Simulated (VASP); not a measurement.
Hf3H8:

```xyz
11
Lattice="3.8481 0.0000 0.0000 -1.9241 3.3326 0.0000 0.0000 0.0000 8.5953" Properties=species:S:1:pos:R:3 pbc="T T T"
Hf    0.0000    0.0000    7.2735
Hf    0.0000    0.0000    1.3218
Hf    0.0000    0.0000    4.2976
H     1.9241    0.0000    4.2976
H    -0.9620    1.6663    4.2976
H     0.9620    1.6663    4.2976
H     1.9241    0.0000    0.0000
H    -0.9620    1.6663    0.0000
H     0.9620    1.6663    0.0000
H     0.0000    2.2217    4.2976
H     1.9241    1.1109    4.2976
```

The cell was generated, and may not be a known phase.

| Quantity | Value |
| --- | --- |
| Program | VASP 6.6.1 |
| Task | relaxation of cell and atoms |
| Functional | PBE |
| Potentials or basis | VASP PAW PBE potentials, release 64 (Hf_pv, H) |
| Cutoff | 600 eV |
| k mesh | 12 × 12 × 6 |
| Occupations | gaussian, width 0.1 eV |
| Spin | no spin polarisation |

At the start: pressure -0.5 GPa; volume 10.02 Å³/atom.

Task: How do energy, volume and symmetry change on relaxing?

Result: Over 7 steps the energy falls by 2.1 meV/atom and the volume is 9.94 Å³/atom (-0.8 %); space group P6/mmm (No. 191, to 0.1 Å) before and after.

Step by step:
| step | energy change (eV) | largest force (eV/Å) | pressure (GPa) | volume (Å³) |
| --- | --- | --- | --- | --- |
| 1 | 0.0000 | 0.1610 | -0.52 | 110.23 |
| 2 | -0.0097 | 0.0022 | -0.11 | 109.71 |
| 3 | -0.0147 | 0.2435 | 0.55 | 108.98 |
| 4 | -0.0204 | 0.1590 | 0.44 | 109.02 |
| 5 | -0.0224 | 0.0541 | 0.32 | 109.06 |
| 6 | -0.0224 | 0.0690 | 0.33 | 109.05 |
| 7 | -0.0230 | 0.0061 | 0.08 | 109.34 |

Final structure:
```
Hf H
1.0
     3.88044    0.00000    0.00000
    -1.94022    3.36056    0.00000
     0.00000    0.00000    8.38485
Hf H
3 8
Direct
  0.00000 0.00000 0.84732
  0.00000 0.00000 0.15268
  0.00000 0.00000 0.50000
  0.50000 0.00000 0.50000
  0.00000 0.50000 0.50000
  0.50000 0.50000 0.50000
  0.50000 0.00000 0.00000
  0.00000 0.50000 0.00000
  0.50000 0.50000 0.00000
  0.33333 0.66667 0.50000
  0.66667 0.33333 0.50000
```
